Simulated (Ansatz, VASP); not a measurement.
Two plane-wave programs on Al6H

```xyz
14
Lattice="5.7143 0.0000 0.0000 -2.8572 4.9487 0.0000 0.0000 0.0000 22.6016" Properties=species:S:1:pos:R:3 pbc="T T T"
Al    1.4286    0.8248    4.0000
Al    0.0000    3.2992    4.0000
Al    4.2857    0.8248    4.0000
Al    2.8572    3.2992    4.0000
Al    0.0000    1.6496    6.3009
Al   -1.4286    4.1239    6.3009
Al    2.8572    1.6496    6.3009
Al    1.4286    4.1239    6.3009
Al    0.0000    0.0000    8.6016
Al   -1.4286    2.4744    8.6016
Al    2.8572    0.0000    8.6016
Al    1.4286    2.4744    8.6016
H     0.3111    0.8248   10.0116
H     2.5461    0.8248   10.0116
```

Alike in both runs: task single point; functional PBE; k mesh 6 × 6 × 1; occupations gaussian, width 0.1 eV; no spin polarisation.

|  | VASP | Ansatz |
| --- | --- | --- |
| version | VASP 6.6.1 | Ansatz 0.2.0 |
| potentials or method | VASP PAW PBE potentials, release 64 (Al, H), cutoff 520 eV | scalar-relativistic, plane waves, PAW |
| valence electrons in the cell | 38 | 38 |

|  | VASP | Ansatz | Ansatz less VASP |
| --- | --- | --- | --- |
| gap on the k mesh at the Fermi level (eV) | none | none | - |
| rms of the force components (eV/Å) | 0.143 | 0.143 | -0.0001 |
| work function, face that differs most (eV) | 4.00 | 4.00 | -0.001 |

Atom by atom the forces differ by 0.001 eV/Å (rms over components). A gap of «none» marks a metal or a gap that the smearing closes.
